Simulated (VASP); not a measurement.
A run of VASP 6.6.1 is set up as follows.

Contents of INCAR:

```
PREC     = Accurate       # precision mode
ENCUT    = 520            # plane-wave cutoff, eV
EDIFF    = 1E-6           # SCF threshold, eV
ISMEAR   = -1             # smearing method
SIGMA    = 0.03           # smearing width, eV
LREAL    = False          # projectors in reciprocal space
LASPH    = True           # aspherical terms in the spheres
NELM     = 150            # most SCF steps
ALGO     = Normal         # electronic algorithm
ISIF     = 2              # what is computed and relaxed
LWAVE    = False          # write WAVECAR
LCHARG   = False          # write CHGCAR
ISPIN    = 2              # spin polarisation
MAGMOM   = 5 5            # initial moments
LORBIT   = 11             # projections on sites
LMAXMIX  = 6              # l up to which the mixer works
GGA      = PE             # functional
NBANDS   = 27             # bands
```

File KPOINTS:

```
regular mesh
0
Gamma
  12 12 6
```

The input POSCAR:

```
Sm
1.0
    3.6440014846      0.0000000000      0.0000000000
   -1.8220007423      3.1557978571      0.0000000000
    0.0000000000      0.0000000000      5.8760000000
Sm
2
Direct
    0.3333333333      0.6666666667      0.2500000000
    0.6666666667      0.3333333333      0.7500000000
```

Potentials or basis: VASP PAW PBE potentials, release 64 (Sm).

Launch:

```sh
$ cat potpaw_PBE.64/Sm/POTCAR > POTCAR
$ mpirun -np 1 vasp_std > vasp.out
```

**Question.** What does it give for the site moments?

**Answer.** Sm +5.69 μB.

**Question.** Estimate the pressure.

**Answer.** 2.7 GPa.

Stress tensor (GPa, compression positive):
```
2.71 0.00 0.00
0.00 2.71 0.00
0.00 0.00 2.83
```

Caveat: the magnetic or orbital state may not be the lowest. The state reached can hang on the start; a lower one may exist.
